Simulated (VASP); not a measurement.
# CdSe (F-43m) in VASP: single point with PBEsol

Aim: the single point of CdSe with PBEsol.

All numbers are computed with VASP 6.6.1; they aren't measurements. Logs are shortened: lines on timing, memory, paths and dates and some standing lists are left out, and cuts for length are marked.

## 1. The cell of the first run

The structure is cubic, space group F-43m (No. 216). The conventional cell has a = 6.141 Å, b = 6.141 Å, c = 6.141 Å, α = 90.00°, β = 90.00°, γ = 90.00°. Within 3.5 Å of Cd (site symmetry -43m) lie 4 Se at 2.66 Å. Se (site symmetry -43m) has 4 Cd at 2.66 Å within 3.5 Å.

## 2. Single point, PBEsol

The input, INCAR:

```
SYSTEM = CdSe
PREC = Accurate
ENCUT = 500
EDIFF = 1E-6
ISMEAR = 0
SIGMA = 0.01
LREAL = .False.
LASPH = .True.
NELM = 120
ALGO = Normal
ISIF = 2
LWAVE = .False.
LCHARG = .False.
GGA = PS
NBANDS = 16
GGA_COMPAT = .False.
```

The input, KPOINTS:

```
Automatic mesh
0
Gamma
  6 6 6
  0 0 0
```

The input, POSCAR:

```
CdSe
1.0
    0.0000000000      3.0702712000      3.0702712000
    3.0702712000      0.0000000000      3.0702712000
    3.0702712000      3.0702712000      0.0000000000
Cd Se
1 1
Direct
    0.0000000000      0.0000000000      0.0000000000
    0.7500000000      0.7500000000      0.7500000000
```

Potentials or basis: VASP PAW PBE potentials, release 64 (Cd, Se).

Started as:

```bash
$ cat potpaw_PBE.64/Cd/POTCAR potpaw_PBE.64/Se/POTCAR > POTCAR
$ mpirun -np 1 vasp_std > vasp.out
```

OUTCAR:

```text
SYSTEM = CdSe
   PREC = Accurate
   ENCUT = 500
   EDIFF = 1E-6
   ISMEAR = 0
   LREAL = .False.
   LASPH = .True.
   NELM = 120
   ISIF = 2
   GGA = PS

 ion  position               nearest neighbor table
   1  0.000  0.000  0.000-   2 2.66   2 2.66   2 2.66   2 2.66
   2  0.750  0.750  0.750-   1 2.66   1 2.66   1 2.66   1 2.66

  LATTYP: Found a face centered cubic cell.
 ALAT       =     6.1405424000

  Lattice vectors:

 A1 = (   0.0000000000,   3.0702712000,   3.0702712000)
 A2 = (   3.0702712000,   0.0000000000,   3.0702712000)
 A3 = (   3.0702712000,   3.0702712000,   0.0000000000)

Analysis of symmetry for initial positions (statically):
=====================================================================
 Subroutine PRICEL returns:
 Original cell was already a primitive cell.

 Routine SETGRP: Setting up the symmetry group for a
 face centered cubic supercell.

 Subroutine GETGRP returns: Found 24 space group operations
 (whereof 24 operations were pure point group operations)
 out of a pool of 48 trial point group operations.

The static configuration has the point symmetry T_d .

Analysis of symmetry for dynamics (positions and initial velocities):
=====================================================================
 Subroutine PRICEL returns:
 Original cell was already a primitive cell.

 Routine SETGRP: Setting up the symmetry group for a
 face centered cubic supercell.

 Subroutine GETGRP returns: Found 24 space group operations
 (whereof 24 operations were pure point group operations)
 out of a pool of 48 trial point group operations.

The dynamic configuration has the point symmetry T_d .

 Subroutine INISYM returns: Found 24 space group operations
 (whereof 24 operations are pure point group operations),
 and found     1 'primitive' translations

----------------------------------------------------------------------------------------

                                     Primitive cell

  volume of cell :      57.8842

  direct lattice vectors                    reciprocal lattice vectors
     0.000000000  3.070271200  3.070271200    -0.162852063  0.162852063  0.162852063
     3.070271200  0.000000000  3.070271200     0.162852063 -0.162852063  0.162852063
     3.070271200  3.070271200  0.000000000     0.162852063  0.162852063 -0.162852063

  length of vectors
     4.342019171  4.342019171  4.342019171     0.282068048  0.282068048  0.282068048

  position of ions in fractional coordinates (direct lattice)
     0.000000000  0.000000000  0.000000000
     0.750000000  0.750000000  0.750000000

  ion indices of the primitive-cell ions
   primitive index   ion index
                 1           1
                 2           2

----------------------------------------------------------------------------------------

 KPOINTS: Automatic mesh

Automatic generation of k-mesh.
 Grid dimensions read from file:
 generate k-points for:    6    6    6

 Generating k-lattice:

  Cartesian coordinates                     Fractional coordinates (reciprocal lattice)
    -0.027142011  0.027142011  0.027142011     0.166666667  0.000000000  0.000000000
     0.027142011 -0.027142011  0.027142011     0.000000000  0.166666667  0.000000000
     0.027142011  0.027142011 -0.027142011     0.000000000  0.000000000  0.166666667

  Length of vectors
     0.047011341  0.047011341  0.047011341

  Shift w.r.t. Gamma in fractional coordinates (k-lattice)
     0.000000000  0.000000000  0.000000000

 Subroutine IBZKPT returns following result:
 ===========================================

 Found     16 irreducible k-points:

 Following reciprocal coordinates:
            Coordinates               Weight
  0.000000  0.000000  0.000000      1.000000
  0.166667  0.000000  0.000000      8.000000
  0.333333  0.000000  0.000000      8.000000
  0.500000  0.000000  0.000000      4.000000
  0.166667  0.166667  0.000000      6.000000
  0.333333  0.166667  0.000000     24.000000
[... 8 lines left out ...]
 -0.333333  0.333333  0.166667     24.000000
 -0.333333  0.500000  0.166667     12.000000
   k-points           NKPTS =     16   k-points in BZ     NKDIM =     16   number of bands    NBANDS=     16
   number of dos      NEDOS =    301   number of ions     NIONS =      2
   total plane-waves  NPLWV =  32768
   dimension x,y,z NGX =    32 NGY =   32 NGZ =   32
   dimension x,y,z NGXF=    64 NGYF=   64 NGZF=   64
   ions per type =               1   1
   NGX,Y,Z   is equivalent  to a cutoff of  12.25, 12.25, 12.25 a.u.
   NGXF,Y,Z  is equivalent  to a cutoff of  24.50, 24.50, 24.50 a.u.
 SYSTEM =  CdSe
   PREC   = accura    normal or accurate (medium, high low for compatibility)
   ISTART =      0    job   : 0-new  1-cont  2-samecut
   ICHARG =      2    charge: 1-file 2-atom 10-const
   ISPIN  =      1    spin polarized calculation?
   LNONCOLLINEAR =      F non collinear calculations
   LSORBIT =      F    spin-orbit coupling
   LASPH  =      T    aspherical Exc in radial PAW
   ENCUT  =  500.0 eV  36.75 Ry    6.06 a.u.   7.92  7.92  7.92*2*pi/ulx,y,z
   NELM   =    120;   NELMIN=  2; NELMDL= -5     # of ELM steps
   EDIFF  = 0.1E-05   stopping-criterion for ELM
   LREAL  =      F    real-space projection
   EDIFFG = 0.1E-04   stopping-criterion for IOM
   NSW    =      0    number of steps for IOM
   IBRION =     -1    ionic relax: 0-MD 1-quasi-New 2-CG
   NFREE  =      0    steps in history (QN), initial steepest desc. (CG)
   ISIF   =      2    stress and relaxation
   ISYM   =      2    0-nonsym 1-usesym 2-fastsym
   POTIM  = 0.5000    time-step for ionic-motion
   TEBEG  =    0.0;   TEEND  =   0.0 temperature during run
   PSTRESS=    0.0 pullay stress
   NELECT =      18.0000    total number of electrons
   NUPDOWN=      -1.0000    fix difference up-down
   EMIN   =  10.00;   EMAX   =-10.00  energy-range for DOS
   EFERMI =   0.00;   METHOD = LEGACY
   ISMEAR =     0;   SIGMA  =   0.01  broadening in eV -4-tet -1-fermi 0-gaus
   EFERMI_NEDOS =   21; number of points for ismear=-14 and -15
   IALGO  =     38    algorithm
   IMIX   =      4    mixing-type and parameters
     AMIX     =   0.40;   BMIX     =  1.00
     AMIX_MAG =   1.60;   BMIX_MAG =  1.00
  volume/ion in A,a.u.               =      28.94       195.31
  Fermi-wavevector in a.u.,A,eV,Ry     =   1.109121  2.095935 16.737199  1.230149
  Thomas-Fermi vector in A             =   2.245657
   LORBIT       =      0    0 simple, 1 ext, 2 COOP (PROOUT), +10 PAW based schemes
   GGA     = PS    functional components
   LHFCALC =     F    Hartree Fock is set to
   AEXX    =    0.0000 exact exchange contribution
   IVDW    =     0    specifies the selected vdW correction
   LEPSILON=     F    determine dielectric tensor
   LRPA    =     F    only Hartree local field effects (RPA)
 non-spin polarized calculation
 Gauss-broadening in eV      SIGMA  =   0.01
  energy-cutoff  :      500.00
  volume of cell :       57.88
 maximum number of plane-waves:      1484
   NGX = 15   NGY = 15   NGZ = 15

 number of electron      18.0000008 magnetization

 Free energy of the ion-electron system (eV)
  ---------------------------------------------------
  ext. energy  EPLUGINS =         0.00000000
  ---------------------------------------------------
  free energy    TOTEN  =        -6.16845506 eV

  energy without entropy =       -6.16845506  energy(sigma->0) =       -6.16845506

 E-fermi :   0.7090     XC(G=0):  -8.9680

 val. band max:        0.5930015411   @ k =   0.0000   0.0000   0.0000
 cond. band min:       1.0171811337   @ k =   0.0000   0.0000   0.0000
 fundamental gap:      0.4241795927
 Fermi energy:         0.7090212786

 k-point     1 :       0.0000    0.0000    0.0000
  band No.  band energies     occupation
      1     -11.8728      2.00000
      2      -7.2289      2.00000
      3      -7.2289      2.00000
      4      -7.2289      2.00000
      5      -6.8781      2.00000
      6      -6.8781      2.00000
[... 8 lines left out ...]
     15      11.5893      0.00000
     16      11.5893      0.00000

 k-point     2 :       0.1667    0.0000    0.0000
  band No.  band energies     occupation
      1     -11.7853      2.00000
      2      -7.2018      2.00000
      3      -7.2018      2.00000
      4      -7.1452      2.00000
      5      -6.8790      2.00000
      6      -6.8790      2.00000
[... 8 lines left out ...]
     15      10.6046      0.00000
     16      10.8683      0.00000

 k-point     3 :       0.3333    0.0000    0.0000
  band No.  band energies     occupation
      1     -11.6074      2.00000
      2      -7.1569      2.00000
      3      -7.1569      2.00000
      4      -6.8689      2.00000
      5      -6.8689      2.00000
      6      -6.8626      2.00000
[... 8 lines left out ...]
     15      11.0182      0.00000
     16      11.0182      0.00000

 k-point     4 :       0.5000    0.0000    0.0000
  band No.  band energies     occupation
      1     -11.5175      2.00000
      2      -7.1407      2.00000
      3      -7.1407      2.00000
      4      -6.8563      2.00000
      5      -6.8563      2.00000
      6      -6.6058      2.00000
[... 8 lines left out ...]
     15      12.5701      0.00000
     16      12.5701      0.00000
[... 172 lines left out ...]
 k-point    14 :       0.5000    0.3333    0.1667
  band No.  band energies     occupation
      1     -11.4924      2.00000
      2      -7.0921      2.00000
      3      -7.0840      2.00000
      4      -6.9414      2.00000
      5      -6.8534      2.00000
      6      -6.6557      2.00000
[... 8 lines left out ...]
     15      12.5042      0.00000
     16      13.5205      0.00000

 k-point    15 :      -0.3333    0.3333    0.1667
  band No.  band energies     occupation
      1     -11.4344      2.00000
      2      -7.0856      2.00000
      3      -7.0595      2.00000
      4      -6.9081      2.00000
      5      -6.8677      2.00000
      6      -6.4804      2.00000
[... 8 lines left out ...]
     15      12.2804      0.00000
     16      13.4345      0.00000

 k-point    16 :      -0.3333    0.5000    0.1667
  band No.  band energies     occupation
      1     -11.4062      2.00000
      2      -7.0526      2.00000
      3      -7.0358      2.00000
      4      -6.9376      2.00000
      5      -6.8521      2.00000
      6      -6.4569      2.00000
[... 8 lines left out ...]
     15      13.1995      0.00000
     16      13.3881      0.00000

------------------------ aborting loop because EDIFF is reached ----------------------------------------

  FORCE on cell =-STRESS in cart. coord.  units (eV):
  Direction    XX          YY          ZZ          XY          YZ          ZX
  --------------------------------------------------------------------------------------
  -------------------------------------------------------------------------------------
  Total       -0.3989541     -0.3989541     -0.3989541      0.0000000      0.0000000     -0.0000000
  in kB      -11.0426495    -11.0426495    -11.0426495      0.0000000      0.0000000     -0.0000000
  external PRESSURE =     -11.0426495 kB  Pullay stress =       0.0000000 kB

 VOLUME and BASIS-vectors are now :
 -----------------------------------------------------------------------------
  energy-cutoff  :      500.00
  volume of cell :       57.88
      direct lattice vectors                 reciprocal lattice vectors
     0.000000000  3.070271200  3.070271200    -0.162852063  0.162852063  0.162852063
     3.070271200  0.000000000  3.070271200     0.162852063 -0.162852063  0.162852063
     3.070271200  3.070271200  0.000000000     0.162852063  0.162852063 -0.162852063

 POSITION                                       TOTAL-FORCE (eV/Angst)
 -----------------------------------------------------------------------------------
      0.00000      0.00000      0.00000         0.000000      0.000000      0.000000
      4.60541      4.60541      4.60541        -0.000000     -0.000000     -0.000000
 -----------------------------------------------------------------------------------
    total drift:                               -0.000000     -0.000000     -0.000000

  FREE ENERGIE OF THE ION-ELECTRON SYSTEM (eV)
  ---------------------------------------------------
  free  energy   TOTEN  =        -6.1684550627 eV

  energy  without entropy=       -6.1684550627  energy(sigma->0) =       -6.16845506
```

It took 7.4 s on 1 thread of Intel Xeon Platinum 8559C (Emerald Rapids), shared host; peak memory 0.18 GiB.

Results:

| Quantity | Value |
| --- | --- |
| Free energy | -6.1685 eV |
| Pressure | -1.1 GPa |
| Band gap on the k mesh | 0.42 eV, direct |

Caveat: the PAW data sets were made with another functional, which shifts forces and pressure a little.
